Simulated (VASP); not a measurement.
Runs of VASP 6.6.1 on Ga. The structure is that of space group P6_3/mmc (No. 194), or close to it. The cells are those of the table. This isn't the form of Ga at room conditions, which is orthorhombic.

```csv
task,cell,k mesh,cutoff (eV),gap on the mesh (eV),pressure (GPa)
single point,"a = 2.933, b = 2.933, c = 9.531 Å, angles 90.0, 90.0, 120.0°, 4 atoms",16 × 16 × 5,520,none,-0.1
relaxation of cell and atoms,"relaxed from a = 3.026, b = 3.026, c = 9.883 Å, angles 90.0, 90.0, 120.0°, 4 atoms",12 × 12 × 4,600,none,0.0
single point,"a = 3.009, b = 3.009, c = 9.779 Å, angles 90.0, 90.0, 120.0°, 4 atoms",14 × 14 × 4,520,none,(a)
single point,"a = 3.046, b = 3.046, c = 9.898 Å, angles 90.0, 90.0, 120.0°, 4 atoms",14 × 14 × 4,520,none,-5.1
```

Alike in all rows: level PBEsol; potentials or basis VASP PAW PBE potentials, release 64 (Ga_d); no spin polarisation; smearing fermi-dirac 0.1 eV.

**Question.** Fill in the values left out.

**Answer.** (a) -3.7.

Caveats: the PAW data sets were made with another functional, which shifts forces and pressure a little; the cell stands under tension (at least some runs).

A k mesh can miss the band edges, and the runs leave out spin-orbit coupling on Ga.

A gap of «none» marks levels without a gap at the run's occupations.
